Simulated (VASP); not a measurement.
# Ag (Cmcm) in VASP: a series of runs

The runs below take Ag through single point, with PBE, PBE+D3(BJ).

All numbers are computed with VASP 6.6.1; they aren't measurements. Logs are shortened: lines on timing, memory, paths and dates and some standing lists are left out, and cuts for length are marked.

## Step 1: The cell of the first run

Symmetry: Cmcm, No. 63, orthorhombic system. The conventional cell has a = 4.086 Å, b = 4.086 Å, c = 4.086 Å, α = 90.00°, β = 90.00°, γ = 90.00°. Within 3.8 Å of Ag (site symmetry m2m) lie 12 Ag at 2.85 to 2.93 Å.

## Step 2: Single point, PBE (atoms displaced along a vibrational mode)

Input file INCAR:

```
SYSTEM = Ag
ALGO = Fast ; EDIFF = 1E-6
ENCUT = 520 ; GGA = PE
ISIF = 2 ; ISMEAR = 0
LASPH = .True. ; LCHARG = .False.
LREAL = .False. ; LWAVE = .False.
NBANDS = 18 ; NELM = 100
PREC = Accurate ; SIGMA = 0.15
```

Input file KPOINTS:

```
k-points
0
Gamma
  16 16 12
  0 0 0
```

Input file POSCAR:

```
Ag
1.0
    0.0000000000     -2.0431000000     -2.0431000000
    0.0000000000      2.0431000000     -2.0431000000
    4.0862000000      0.0000000000      0.0000000000
Ag
2
Direct
    0.5073417845      0.4926582155      0.5000000000
   -0.0073417845      0.0073417845      0.0000000000
```

Potentials or basis: VASP PAW PBE potentials, release 64 (Ag).

Started as:

```sh
$ cat potpaw_PBE.64/Ag/POTCAR > POTCAR
$ mpirun -np 1 vasp_std > vasp.out
```

OUTCAR:

```text
SYSTEM = Ag
   EDIFF = 1E-6
   ENCUT = 520
   GGA = PE
   ISIF = 2
   ISMEAR = 0
   LASPH = .True.
   LREAL = .False.
   NELM = 100
   PREC = Accurate

 ion  position               nearest neighbor table
   1  0.507  0.493  0.500-   2 2.85   2 2.85   2 2.89   2 2.89   2 2.89   2 2.89   2 2.93   2 2.93

   2  0.993  0.007  0.000-   1 2.85   1 2.85   1 2.89   1 2.89   1 2.89   1 2.89   1 2.93   1 2.93

  LATTYP: Found a simple tetragonal cell.
 ALAT       =     2.8893797293
 C/A-ratio  =     1.4142135624

  Lattice vectors:

 A1 = (   0.0000000000,  -2.0431000000,  -2.0431000000)
 A2 = (   0.0000000000,   2.0431000000,  -2.0431000000)
 A3 = (   4.0862000000,   0.0000000000,   0.0000000000)

Analysis of symmetry for initial positions (statically):
=====================================================================
 Subroutine PRICEL returns:
 Original cell was already a primitive cell.

 Routine SETGRP: Setting up the symmetry group for a
 simple tetragonal supercell.

 Subroutine GETGRP returns: Found  8 space group operations
 (whereof  4 operations were pure point group operations)
 out of a pool of 16 trial point group operations.

The static configuration has the point symmetry C_2v.
 The point group associated with its full space group is D_2h.

Analysis of symmetry for dynamics (positions and initial velocities):
=====================================================================
 Subroutine PRICEL returns:
 Original cell was already a primitive cell.

 Routine SETGRP: Setting up the symmetry group for a
 simple tetragonal supercell.

 Subroutine GETGRP returns: Found  8 space group operations
 (whereof  4 operations were pure point group operations)
 out of a pool of 16 trial point group operations.

The dynamic configuration has the point symmetry C_2v.
 The point group associated with its full space group is D_2h.

 Subroutine INISYM returns: Found  8 space group operations
 (whereof  4 operations are pure point group operations),
 and found     1 'primitive' translations

----------------------------------------------------------------------------------------

                                     Primitive cell

  volume of cell :      34.1137

  direct lattice vectors                    reciprocal lattice vectors
     0.000000000 -2.043100000 -2.043100000     0.000000000 -0.244726151 -0.244726151
     0.000000000  2.043100000 -2.043100000     0.000000000  0.244726151 -0.244726151
     4.086200000  0.000000000  0.000000000     0.244726151  0.000000000  0.000000000

  length of vectors
     2.889379729  2.889379729  4.086200000     0.346095042  0.346095042  0.244726151

  position of ions in fractional coordinates (direct lattice)
     0.507341784  0.492658216  0.500000000
     0.992658216  0.007341784  0.000000000

  ion indices of the primitive-cell ions
   primitive index   ion index
                 1           1
                 2           2

----------------------------------------------------------------------------------------

 KPOINTS: k-points

Automatic generation of k-mesh.
 Grid dimensions read from file:
 generate k-points for:   16   16   12

 Generating k-lattice:

  Cartesian coordinates                     Fractional coordinates (reciprocal lattice)
     0.000000000 -0.015295384 -0.015295384     0.062500000  0.000000000  0.000000000
     0.000000000  0.015295384 -0.015295384     0.000000000  0.062500000  0.000000000
     0.020393846  0.000000000  0.000000000     0.000000000  0.000000000  0.083333333

  Length of vectors
     0.021630940  0.021630940  0.020393846

  Shift w.r.t. Gamma in fractional coordinates (k-lattice)
     0.000000000  0.000000000  0.000000000

 Subroutine IBZKPT returns following result:
 ===========================================

 Found    511 irreducible k-points:

 Following reciprocal coordinates:
            Coordinates               Weight
  0.000000  0.000000  0.000000      1.000000
  0.062500  0.000000  0.000000      4.000000
  0.125000  0.000000  0.000000      4.000000
  0.187500  0.000000  0.000000      4.000000
  0.250000  0.000000  0.000000      4.000000
  0.312500  0.000000  0.000000      4.000000
[... 16 lines left out ...]
 -0.062500  0.437500  0.000000      4.000000
  0.500000  0.062500  0.000000      4.000000
 [... further k-points ...]
   k-points           NKPTS =    511   k-points in BZ     NKDIM =    511   number of bands    NBANDS=     18
   number of dos      NEDOS =    301   number of ions     NIONS =      2
   total plane-waves  NPLWV =  17280
   dimension x,y,z NGX =    24 NGY =   24 NGZ =   30
   dimension x,y,z NGXF=    48 NGYF=   48 NGZF=   60
   ions per type =               2
   NGX,Y,Z   is equivalent  to a cutoff of  13.81, 13.81, 12.21 a.u.
   NGXF,Y,Z  is equivalent  to a cutoff of  27.62, 27.62, 24.41 a.u.
 SYSTEM =  Ag
   PREC   = accura    normal or accurate (medium, high low for compatibility)
   ISTART =      0    job   : 0-new  1-cont  2-samecut
   ICHARG =      2    charge: 1-file 2-atom 10-const
   ISPIN  =      1    spin polarized calculation?
   LNONCOLLINEAR =      F non collinear calculations
   LSORBIT =      F    spin-orbit coupling
   LASPH  =      T    aspherical Exc in radial PAW
   ENCUT  =  520.0 eV  38.22 Ry    6.18 a.u.   5.37  5.37  7.60*2*pi/ulx,y,z
   NELM   =    100;   NELMIN=  2; NELMDL= -5     # of ELM steps
   EDIFF  = 0.1E-05   stopping-criterion for ELM
   LREAL  =      F    real-space projection
   EDIFFG = 0.1E-04   stopping-criterion for IOM
   NSW    =      0    number of steps for IOM
   IBRION =     -1    ionic relax: 0-MD 1-quasi-New 2-CG
   NFREE  =      0    steps in history (QN), initial steepest desc. (CG)
   ISIF   =      2    stress and relaxation
   ISYM   =      2    0-nonsym 1-usesym 2-fastsym
   POTIM  = 0.5000    time-step for ionic-motion
   TEBEG  =    0.0;   TEEND  =   0.0 temperature during run
   PSTRESS=    0.0 pullay stress
   NELECT =      22.0000    total number of electrons
   NUPDOWN=      -1.0000    fix difference up-down
   EMIN   =  10.00;   EMAX   =-10.00  energy-range for DOS
   EFERMI =   0.00;   METHOD = LEGACY
   ISMEAR =     0;   SIGMA  =   0.15  broadening in eV -4-tet -1-fermi 0-gaus
   EFERMI_NEDOS =   21; number of points for ismear=-14 and -15
   IALGO  =     68    algorithm
   IMIX   =      4    mixing-type and parameters
     AMIX     =   0.40;   BMIX     =  1.00
     AMIX_MAG =   1.60;   BMIX_MAG =  1.00
  volume/ion in A,a.u.               =      17.06       115.11
  Fermi-wavevector in a.u.,A,eV,Ry     =   1.414402  2.672832 27.218893  2.000532
  Thomas-Fermi vector in A             =   2.535948
   LORBIT       =      0    0 simple, 1 ext, 2 COOP (PROOUT), +10 PAW based schemes
   GGA     = PE    functional components
   LHFCALC =     F    Hartree Fock is set to
   AEXX    =    0.0000 exact exchange contribution
   IVDW    =     0    specifies the selected vdW correction
   LEPSILON=     F    determine dielectric tensor
   LRPA    =     F    only Hartree local field effects (RPA)
 non-spin polarized calculation
 RMM-DIIS sequential band-by-band and
 Gauss-broadening in eV      SIGMA  =   0.15
  energy-cutoff  :      520.00
  volume of cell :       34.11
 maximum number of plane-waves:       936
 NGX is ok and might be reduce to    24
   NGX = 11   NGY = 11   NGZ = 15

 number of electron      22.0000005 magnetization

 Free energy of the ion-electron system (eV)
  ---------------------------------------------------
  ext. energy  EPLUGINS =         0.00000000
  ---------------------------------------------------
  free energy    TOTEN  =        -5.41391913 eV

  energy without entropy =       -5.40853493  energy(sigma->0) =       -5.41122703

 E-fermi :   8.4531     XC(G=0): -12.2071

 val. band max:        8.4351851905   @ k =   0.3125   0.3125   0.4167
 cond. band min:       8.5006395997   @ k =  -0.2500   0.3750   0.4167
 fundamental gap:      0.0654544091
 Fermi energy:         8.4531322597

 k-point     1 :       0.0000    0.0000    0.0000
  band No.  band energies     occupation
      1       0.6601      2.00000
      2       1.9837      2.00000
      3       2.1263      2.00000
      4       3.6131      2.00000
      5       3.6158      2.00000
      6       3.6235      2.00000
[... 10 lines left out ...]
     17      25.5744      0.00000
     18      25.6430      0.00000

 k-point     2 :       0.0625    0.0000    0.0000
  band No.  band energies     occupation
      1       0.7418      2.00000
      2       2.0254      2.00000
      3       2.1670      2.00000
      4       3.5948      2.00000
      5       3.6389      2.00000
      6       3.6451      2.00000
[... 10 lines left out ...]
     17      25.5695      0.00000
     18      26.3283      0.00000

 k-point     3 :       0.1250    0.0000    0.0000
  band No.  band energies     occupation
      1       0.9808      2.00000
      2       2.1268      2.00000
      3       2.3042      2.00000
      4       3.5315      2.00000
      5       3.6974      2.00000
      6       3.7247      2.00000
[... 10 lines left out ...]
     17      25.4844      0.00000
     18      26.0341      0.00000

 k-point     4 :       0.1875    0.0000    0.0000
  band No.  band energies     occupation
      1       1.3566      2.00000
      2       2.2577      2.00000
      3       2.5422      2.00000
      4       3.4409      2.00000
      5       3.7923      2.00000
      6       3.8246      2.00000
[... 375 lines left out ...]
      4       3.3560      2.00000
      5       3.4861      2.00000
      6       3.5868      2.00000
[... 10 lines left out ...]
     17      23.1905      0.00000
     18      25.0879      0.00000

 k-point    23 :      -0.0625    0.4375    0.0000
  band No.  band energies     occupation
      1       3.0160      2.00000
      2       3.0737      2.00000
      3       3.1437      2.00000
      4       3.3528      2.00000
      5       3.4805      2.00000
      6       3.5915      2.00000
[... 10 lines left out ...]
     17      23.2130      0.00000
     18      25.0213      0.00000

 k-point    24 :       0.5000    0.0625    0.0000
  band No.  band energies     occupation
      1       3.1220      2.00000
      2       3.1531      2.00000
      3       3.1846      2.00000
      4       3.2386      2.00000
      5       3.5087      2.00000
      6       3.5211      2.00000
[... 10 lines left out ...]
     17      24.0966      0.00000
     18      24.1716      0.00000

 [... further k-points ...]
[... 5 lines left out ...]
  --------------------------------------------------------------------------------------
  -------------------------------------------------------------------------------------
  Total        0.9546529      1.0153602      0.9898942      0.0000000      0.0000000      0.0000000
  in kB       44.8360360     47.6872027     46.4911741      0.0000000      0.0000000      0.0000000
  external PRESSURE =      46.3381376 kB  Pullay stress =       0.0000000 kB

 VOLUME and BASIS-vectors are now :
 -----------------------------------------------------------------------------
  energy-cutoff  :      520.00
  volume of cell :       34.11
      direct lattice vectors                 reciprocal lattice vectors
     0.000000000 -2.043100000 -2.043100000     0.000000000 -0.244726151 -0.244726151
     0.000000000  2.043100000 -2.043100000     0.000000000  0.244726151 -0.244726151
     4.086200000  0.000000000  0.000000000     0.244726151  0.000000000  0.000000000

 POSITION                                       TOTAL-FORCE (eV/Angst)
 -----------------------------------------------------------------------------------
      2.04310     -0.03000     -2.04310         0.000000      0.163194      0.000000
      0.00000     -2.01310     -2.04310         0.000000     -0.163194      0.000000
 -----------------------------------------------------------------------------------
    total drift:                               -0.000000      0.000000     -0.000000

  FREE ENERGIE OF THE ION-ELECTRON SYSTEM (eV)
  ---------------------------------------------------
  free  energy   TOTEN  =        -5.4139191322 eV

  energy  without entropy=       -5.4085349280  energy(sigma->0) =       -5.41122703
```

Run time: 2.6 min. Hardware: 1 thread of AMD EPYC 7R13 (Zen 3), shared host; peak memory 0.32 GiB.

Results:

| Item | Value |
| --- | --- |
| Free energy | -5.4139 eV |
| Pressure | 4.6 GPa |
| Largest force | 0.163 eV/Å |
| Band gap on the k mesh | zero (bands 11 and 12 overlap by 9.31 eV) |

Forces on the atoms (eV/Å):
```
Ag   0.000  0.163  0.000
Ag   0.000 -0.163  0.000
```

Caveat: the cell differs from its parent crystal (atoms displaced along a vibrational mode); the cell stands under pressure.

[end of part 1 of 2]
